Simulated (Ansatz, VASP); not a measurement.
**GaAs in VASP and in Ansatz**

INCAR

```
SYSTEM = GaAs
PREC     = Accurate       ! precision mode
ENCUT    = 500            ! plane-wave cutoff, eV
EDIFF    = 1E-6           ! SCF threshold, eV
ISMEAR   = 0              ! smearing method
SIGMA    = 0.03           ! smearing width, eV
LREAL    = .False.        ! projectors in reciprocal space
LASPH    = .True.         ! aspherical terms in the spheres
NELM     = 120            ! most SCF steps
ALGO     = Normal         ! electronic algorithm
ISIF     = 2              ! what is computed and relaxed
LWAVE    = .False.        ! write WAVECAR
LCHARG   = .False.        ! write CHGCAR
GGA      = PE             ! functional
NBANDS   = 16             ! bands
GGA_COMPAT= .False.
```

Contents of KPOINTS:

```
Automatic mesh
0
Gamma
  10 10 10
  0 0 0
```

File POSCAR:

```
GaAs
1.0
    0.0000000000      2.8008749607      2.7290576540
    2.8008749607      0.0000000000      2.7290576540
    2.8008749607      2.8008749607      0.0000000000
Ga As
1 1
Direct
    0.0000000000      0.0000000000      0.0000000000
    0.7500000000      0.7500000000      0.7500000000
```

Input for Ansatz:

```yaml
crystal:
  lattice:
    - [0.0, 2.8008749607, 2.729057654]
    - [2.8008749607, 0.0, 2.729057654]
    - [2.8008749607, 2.8008749607, 0.0]
  atoms:
    - { symbol: Ga, position: [0.0, 0.0, 0.0] }
    - { symbol: As, position: [0.75, 0.75, 0.75] }
basis:
  ecutwfc: 420
kpoints:
  mp_grid: { grid: [10, 10, 10] }
hamiltonian:
  xc: pbe
scf:
  occupations: { method: gaussian, width: 0.03 }
output:
  forces: true
  stress: true
  eigenvalues: true
```

Change from the starting cell: strain -0.025 along x and y, -0.050 along z, atoms carried along.

Alike in both runs: task single point; functional PBE; k mesh 10 × 10 × 10; occupations gaussian, width 0.03 eV; no spin polarisation.

|  | VASP | Ansatz |
| --- | --- | --- |
| version | VASP 6.6.1 | Ansatz 0.2.0 |
| potentials or method | VASP PAW PBE potentials, release 64 (Ga_d, As), cutoff 500 eV | scalar-relativistic, plane waves, PAW |
| valence electrons in the cell | 18 | 28 |

|  | VASP | Ansatz | Ansatz less VASP |
| --- | --- | --- | --- |
| gap on the k mesh at the Fermi level (eV) | 0.83 | 0.82 | -0.007 |
| least direct gap on the mesh (eV) | 0.83 | 0.82 | -0.007 |
| pressure (GPa) | 8.1 | 7.9 | -0.21 |
| traceless stress, the component that is largest in VASP (GPa) | 0.96 | 0.96 | +0.002 |

VASP's potentials hold 18 valence electrons a cell and Ansatz's 28, so a difference there can come from the potentials and not from the codes.
